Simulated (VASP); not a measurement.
# ScAl3 (Pm-3m) in VASP: single point with r2SCAN

Aim: the single point of ScAl3 with r2SCAN.

Program: VASP 6.6.1. These are calculated values, not measurements. Logs are shortened: lines on timing, memory, paths and dates and some standing lists are left out, and cuts for length are marked.

## 1. The cell of the first run

It takes space group Pm-3m (No. 221, cubic). Conventional cell: a = 4.086 Å, b = 4.086 Å, c = 4.086 Å, α = 90.00°, β = 90.00°, γ = 90.00°. Within 3.8 Å of Al (site symmetry 4/mmm) lie 8 Al at 2.89 Å and 4 Sc at 2.89 Å. Within 3.8 Å of Sc (site symmetry m-3m) lie 12 Al at 2.89 Å.

## 2. Single point, r2SCAN

File POSCAR:

```
ScAl3
1.0
    4.0860345568      0.0000000000      0.0000000000
    0.0000000000      4.0860345568      0.0000000000
    0.0000000000      0.0000000000      4.0860345568
Al Sc
3 1
Direct
    0.0000000000      0.5000000000      0.5000000000
    0.5000000000      0.0000000000      0.5000000000
    0.5000000000      0.5000000000      0.0000000000
    0.0000000000      0.0000000000      0.0000000000
```

File INCAR.step1:

```
PREC = Accurate
ENCUT = 520
ISMEAR = 0
SIGMA = 0.1
LREAL = False
LASPH = True
NELM = 80
NBANDS = 18
GGA = PE
ALGO = Normal
EDIFF = 1E-4
LWAVE = True
LCHARG = False
```

File INCAR.step2:

```
PREC = Accurate
ENCUT = 520
EDIFF = 1E-6
ISMEAR = 0
SIGMA = 0.1
LREAL = False
LASPH = True
NELM = 80
ALGO = Normal
ISIF = 2
LWAVE = False
LCHARG = False
METAGGA = R2SCAN
LMIXTAU = True
NBANDS = 18
ISTART = 1
```

File KPOINTS:

```
Automatic mesh
0
Gamma
  16 16 16
```

Potentials or basis: VASP PAW PBE potentials, release 64 (Al, Sc_sv).

Command:

```sh
> cat potpaw_PBE.64/Al/POTCAR potpaw_PBE.64/Sc_sv/POTCAR > POTCAR
> cp INCAR.step1 INCAR
> mpirun -np 1 vasp_std > vasp.out
> cp INCAR.step2 INCAR
> mpirun -np 1 vasp_std > vasp.out
```

OUTCAR:

```text
PREC = Accurate
   ENCUT = 520
   EDIFF = 1E-6
   ISMEAR = 0
   LREAL = False
   LASPH = True
   NELM = 80
   ISIF = 2
   METAGGA = R2SCAN
   ISTART = 1

 ion  position               nearest neighbor table
   1  0.000  0.500  0.500-   2 2.89   3 2.89   4 2.89   3 2.89   4 2.89   2 2.89   4 2.89   4 2.89
                             2 2.89   3 2.89   3 2.89   2 2.89
   2  0.500  0.000  0.500-   1 2.89   3 2.89   4 2.89   3 2.89   4 2.89   1 2.89   3 2.89   3 2.89
                             1 2.89   4 2.89   4 2.89   1 2.89
   3  0.500  0.500  0.000-   1 2.89   2 2.89   4 2.89   1 2.89   2 2.89   2 2.89   4 2.89   2 2.89
                             1 2.89   4 2.89   1 2.89   4 2.89
   4  0.000  0.000  0.000-   1 2.89   2 2.89   3 2.89   1 2.89   2 2.89   1 2.89   3 2.89   1 2.89
                             2 2.89   3 2.89   2 2.89   3 2.89

  LATTYP: Found a simple cubic cell.
 ALAT       =     4.0860345568

  Lattice vectors:

 A1 = (   4.0860345568,   0.0000000000,   0.0000000000)
 A2 = (   0.0000000000,   4.0860345568,   0.0000000000)
 A3 = (   0.0000000000,   0.0000000000,   4.0860345568)

Analysis of symmetry for initial positions (statically):
=====================================================================
 Subroutine PRICEL returns:
 Original cell was already a primitive cell.

 Routine SETGRP: Setting up the symmetry group for a
 simple cubic supercell.

 Subroutine GETGRP returns: Found 48 space group operations
 (whereof 48 operations were pure point group operations)
 out of a pool of 48 trial point group operations.

The static configuration has the point symmetry O_h .

Analysis of symmetry for dynamics (positions and initial velocities):
=====================================================================
 Subroutine PRICEL returns:
 Original cell was already a primitive cell.

 Routine SETGRP: Setting up the symmetry group for a
 simple cubic supercell.

 Subroutine GETGRP returns: Found 48 space group operations
 (whereof 48 operations were pure point group operations)
 out of a pool of 48 trial point group operations.

The dynamic configuration has the point symmetry O_h .

 Subroutine INISYM returns: Found 48 space group operations
 (whereof 48 operations are pure point group operations),
 and found     1 'primitive' translations

----------------------------------------------------------------------------------------

                                     Primitive cell

  volume of cell :      68.2191

  direct lattice vectors                    reciprocal lattice vectors
     4.086034557  0.000000000  0.000000000     0.244736060  0.000000000  0.000000000
     0.000000000  4.086034557  0.000000000     0.000000000  0.244736060  0.000000000
     0.000000000  0.000000000  4.086034557     0.000000000  0.000000000  0.244736060

  length of vectors
     4.086034557  4.086034557  4.086034557     0.244736060  0.244736060  0.244736060

  position of ions in fractional coordinates (direct lattice)
     0.000000000  0.500000000  0.500000000
     0.500000000  0.000000000  0.500000000
     0.500000000  0.500000000  0.000000000
     0.000000000  0.000000000  0.000000000

  ion indices of the primitive-cell ions
   primitive index   ion index
                 1           1
                 2           2
                 3           3
                 4           4

----------------------------------------------------------------------------------------

 KPOINTS: Automatic mesh

Automatic generation of k-mesh.
 Grid dimensions read from file:
 generate k-points for:   16   16   16

 Generating k-lattice:

  Cartesian coordinates                     Fractional coordinates (reciprocal lattice)
     0.015296004  0.000000000  0.000000000     0.062500000  0.000000000  0.000000000
     0.000000000  0.015296004  0.000000000     0.000000000  0.062500000  0.000000000
     0.000000000  0.000000000  0.015296004     0.000000000  0.000000000  0.062500000

  Length of vectors
     0.015296004  0.015296004  0.015296004

  Shift w.r.t. Gamma in fractional coordinates (k-lattice)
     0.000000000  0.000000000  0.000000000

 Subroutine IBZKPT returns following result:
 ===========================================

 Found    165 irreducible k-points:

 Following reciprocal coordinates:
            Coordinates               Weight
  0.000000  0.000000  0.000000      1.000000
  0.062500  0.000000  0.000000      6.000000
  0.125000  0.000000  0.000000      6.000000
  0.187500  0.000000  0.000000      6.000000
  0.250000  0.000000  0.000000      6.000000
  0.312500  0.000000  0.000000      6.000000
[... 16 lines left out ...]
  0.437500  0.125000  0.000000     24.000000
  0.500000  0.125000  0.000000     12.000000
 [... further k-points ...]
   k-points           NKPTS =    165   k-points in BZ     NKDIM =    165   number of bands    NBANDS=     18
   number of dos      NEDOS =    301   number of ions     NIONS =      4
   total plane-waves  NPLWV =  27000
   dimension x,y,z NGX =    30 NGY =   30 NGZ =   30
   dimension x,y,z NGXF=    60 NGYF=   60 NGZF=   60
   ions per type =               3   1
   NGX,Y,Z   is equivalent  to a cutoff of  12.21, 12.21, 12.21 a.u.
   NGXF,Y,Z  is equivalent  to a cutoff of  24.41, 24.41, 24.41 a.u.
 SYSTEM =  unknown system
   PREC   = accura    normal or accurate (medium, high low for compatibility)
   ISTART =      1    job   : 0-new  1-cont  2-samecut
   ICHARG =      0    charge: 1-file 2-atom 10-const
   ISPIN  =      1    spin polarized calculation?
   LNONCOLLINEAR =      F non collinear calculations
   LSORBIT =      F    spin-orbit coupling
   LASPH  =      T    aspherical Exc in radial PAW
   ENCUT  =  520.0 eV  38.22 Ry    6.18 a.u.   7.60  7.60  7.60*2*pi/ulx,y,z
   NELM   =     80;   NELMIN=  2; NELMDL=  0     # of ELM steps
   EDIFF  = 0.1E-05   stopping-criterion for ELM
   LREAL  =      F    real-space projection
   EDIFFG = 0.1E-04   stopping-criterion for IOM
   NSW    =      0    number of steps for IOM
   IBRION =     -1    ionic relax: 0-MD 1-quasi-New 2-CG
   NFREE  =      0    steps in history (QN), initial steepest desc. (CG)
   ISIF   =      2    stress and relaxation
   ISYM   =      2    0-nonsym 1-usesym 2-fastsym
   POTIM  = 0.5000    time-step for ionic-motion
   TEBEG  =    0.0;   TEEND  =   0.0 temperature during run
   PSTRESS=    0.0 pullay stress
   NELECT =      20.0000    total number of electrons
   NUPDOWN=      -1.0000    fix difference up-down
   EMIN   =  10.00;   EMAX   =-10.00  energy-range for DOS
   EFERMI =   0.00;   METHOD = LEGACY
   ISMEAR =     0;   SIGMA  =   0.10  broadening in eV -4-tet -1-fermi 0-gaus
   EFERMI_NEDOS =   21; number of points for ismear=-14 and -15
   IALGO  =     38    algorithm
   IMIX   =      4    mixing-type and parameters
     AMIX     =   0.40;   BMIX     =  1.00
     AMIX_MAG =   1.60;   BMIX_MAG =  1.00
  volume/ion in A,a.u.               =      17.05       115.09
  Fermi-wavevector in a.u.,A,eV,Ry     =   1.087551  2.055173 16.092512  1.182766
  Thomas-Fermi vector in A             =   2.223712
   LORBIT       =      0    0 simple, 1 ext, 2 COOP (PROOUT), +10 PAW based schemes
   METAGGA = R2SCAN    functional components
   LHFCALC =     F    Hartree Fock is set to
   AEXX    =    0.0000 exact exchange contribution
   IVDW    =     0    specifies the selected vdW correction
   LEPSILON=     F    determine dielectric tensor
   LRPA    =     F    only Hartree local field effects (RPA)
 non-spin polarized calculation
 Gauss-broadening in eV      SIGMA  =   0.10
  energy-cutoff  :      520.00
  volume of cell :       68.22
 maximum number of plane-waves:      1857
   NGX = 15   NGY = 15   NGZ = 15

 number of electron      19.9999996 magnetization

 Free energy of the ion-electron system (eV)
  ---------------------------------------------------
  ext. energy  EPLUGINS =         0.00000000
  ---------------------------------------------------
  free energy    TOTEN  =       -33.51301542 eV

  energy without entropy =      -33.50759003  energy(sigma->0) =      -33.51030272

 E-fermi :   7.3300     XC(G=0): -11.1291

 val. band max:        7.3289624478   @ k =   0.2500   0.0625   0.0625
 cond. band min:       7.3486021545   @ k =   0.2500   0.2500   0.0625
 fundamental gap:      0.0196397067
 Fermi energy:         7.3299666738

 k-point     1 :       0.0000    0.0000    0.0000
  band No.  band energies     occupation
      1     -43.7555      2.00000
      2     -21.4947      2.00000
      3     -21.4947      2.00000
      4     -21.4947      2.00000
      5      -3.3305      2.00000
      6       4.6027      2.00000
[... 10 lines left out ...]
     17      12.9360      0.00000
     18      12.9360      0.00000

 k-point     2 :       0.0625    0.0000    0.0000
  band No.  band energies     occupation
      1     -43.7554      2.00000
      2     -21.4960      2.00000
      3     -21.4946      2.00000
      4     -21.4946      2.00000
      5      -3.2922      2.00000
      6       4.1508      2.00000
[... 10 lines left out ...]
     17      12.9733      0.00000
     18      12.9733      0.00000

 k-point     3 :       0.1250    0.0000    0.0000
  band No.  band energies     occupation
      1     -43.7553      2.00000
      2     -21.4999      2.00000
      3     -21.4942      2.00000
      4     -21.4942      2.00000
      5      -3.1779      2.00000
      6       3.4140      2.00000
[... 10 lines left out ...]
     17      13.0231      0.00000
     18      13.0231      0.00000

 k-point     4 :       0.1875    0.0000    0.0000
  band No.  band energies     occupation
      1     -43.7551      2.00000
      2     -21.5057      2.00000
      3     -21.4938      2.00000
      4     -21.4938      2.00000
      5      -2.9889      2.00000
      6       2.6343      2.00000
[... 375 lines left out ...]
      4     -21.4919      2.00000
      5      -1.8737      2.00000
      6       0.5740      2.00000
[... 10 lines left out ...]
     17      12.0059      0.00000
     18      13.5922      0.00000

 k-point    23 :       0.4375    0.1250    0.0000
  band No.  band energies     occupation
      1     -43.7539      2.00000
      2     -21.5281      2.00000
      3     -21.4969      2.00000
      4     -21.4916      2.00000
      5      -1.4680      2.00000
      6      -0.0117      2.00000
[... 10 lines left out ...]
     17      11.8745      0.00000
     18      13.5283      0.00000

 k-point    24 :       0.5000    0.1250    0.0000
  band No.  band energies     occupation
      1     -43.7539      2.00000
      2     -21.5295      2.00000
      3     -21.4967      2.00000
      4     -21.4914      2.00000
      5      -1.2223      2.00000
      6      -0.3177      2.00000
[... 10 lines left out ...]
     17      11.8098      0.00000
     18      13.5133      0.00000

 [... further k-points ...]

------------------------ aborting loop because EDIFF is reached ----------------------------------------

  FORCE on cell =-STRESS in cart. coord.  units (eV):
  Direction    XX          YY          ZZ          XY          YZ          ZX
  --------------------------------------------------------------------------------------
  -------------------------------------------------------------------------------------
  Total       -0.0071250     -0.0071250     -0.0071250      0.0000000     -0.0000000     -0.0000000
  in kB       -0.1673363     -0.1673363     -0.1673363      0.0000000     -0.0000000     -0.0000000
  external PRESSURE =      -0.1673363 kB  Pullay stress =       0.0000000 kB

 VOLUME and BASIS-vectors are now :
 -----------------------------------------------------------------------------
  energy-cutoff  :      520.00
  volume of cell :       68.22
      direct lattice vectors                 reciprocal lattice vectors
     4.086034557  0.000000000  0.000000000     0.244736060  0.000000000  0.000000000
     0.000000000  4.086034557  0.000000000     0.000000000  0.244736060  0.000000000
     0.000000000  0.000000000  4.086034557     0.000000000  0.000000000  0.244736060

 POSITION                                       TOTAL-FORCE (eV/Angst)
 -----------------------------------------------------------------------------------
      0.00000      2.04302      2.04302         0.000000      0.000000      0.000000
      2.04302      0.00000      2.04302         0.000000      0.000000      0.000000
      2.04302      2.04302      0.00000         0.000000      0.000000      0.000000
      0.00000      0.00000      0.00000         0.000000      0.000000      0.000000
 -----------------------------------------------------------------------------------
    total drift:                                0.000000     -0.000000      0.000000

  FREE ENERGIE OF THE ION-ELECTRON SYSTEM (eV)
  ---------------------------------------------------
  free  energy   TOTEN  =       -33.5130154159 eV

  energy  without entropy=      -33.5075900301  energy(sigma->0) =      -33.51030272
```

It took 4.5 min on 1 thread of Intel Xeon Platinum 8559C (Emerald Rapids), shared host; peak memory 0.31 GiB.

Results:

```
Free energy            : -33.5130 eV
Pressure               : 0.0 GPa
Band gap on the k mesh : zero (bands 10 and 11 overlap by 4.26 eV)
```

Levels at points of the mesh, in eV from the Fermi level:
| k point | band 7 | band 8 | band 9 | band 10 | band 11 | band 12 | band 13 | band 14 |
| --- | --- | --- | --- | --- | --- | --- | --- | --- |
| (0.00, 0.00, 0.00) | -2.73 | -2.02 | -2.02 | -2.02 | 1.31 | 1.40 | 1.40 | 1.40 |
| (0.50, 0.00, 0.00) | -1.86 | -1.86 | -1.59 | 0.97 | 0.97 | 1.18 | 1.34 | 1.78 |
| (0.50, 0.50, 0.00) | -6.00 | -4.71 | -0.58 | -0.58 | 1.19 | 1.51 | 2.31 | 2.78 |
| (0.50, 0.50, 0.50) | -5.02 | -4.83 | -3.28 | -3.28 | -3.28 | 1.05 | 2.89 | 2.89 |

Caveat: the PAW data sets were made with another functional, which shifts forces and pressure a little.
